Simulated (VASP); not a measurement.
Input of a VASP 6.6.1 run:

Contents of INCAR:

```
  PREC = Accurate
  ENCUT = 520
  EDIFF = 1E-8
  ISMEAR = -1
  SIGMA = 0.05
  LREAL = False
  LASPH = True
  NELM = 120
  ALGO = Normal
  ISIF = 2
  LWAVE = False
  LCHARG = False
  GGA = CA
  LEFG = True
  NBANDS = 16
  GGA_COMPAT = False
```

KPOINTS

```
Automatic mesh
0
Gamma
  13 13 11
```

The input POSCAR:

```
TaN
1.0
    2.9399421781      0.0000000000      0.0000000000
   -1.4699710891      2.5460646119      0.0000000000
    0.0000000000      0.0000000000      2.8901750800
Ta N
1 1
Direct
    0.0000000000      0.0000000000      0.5000000000
    0.6666666667      0.3333333333      0.0000000000
```

Potentials or basis: VASP PAW LDA potentials, release 64 (Ta_sv_GW, N).

The run is started by

```sh
$ cat potpaw_LDA.64/Ta_sv_GW/POTCAR potpaw_LDA.64/N/POTCAR > POTCAR
$ mpirun -np 1 vasp_std > vasp.out
```

Q: Predict the pressure.

A: -12.1 GPa.

Q: Predict the band gap on the k mesh.

A: Zero (band 9 reaches 12.14 eV, above the bottom of band 10 at 11.97 eV).

Stress tensor (GPa, compression positive):
```
-11.25   0.00   0.00
  0.00 -11.25   0.00
  0.00   0.00 -13.90
```

Caveat: without QUAD_EFG the Cq values of the log hold for a quadrupole moment of 1 mb, not for the nuclei; spin-orbit coupling is left out, which moves the levels of the heavy elements.
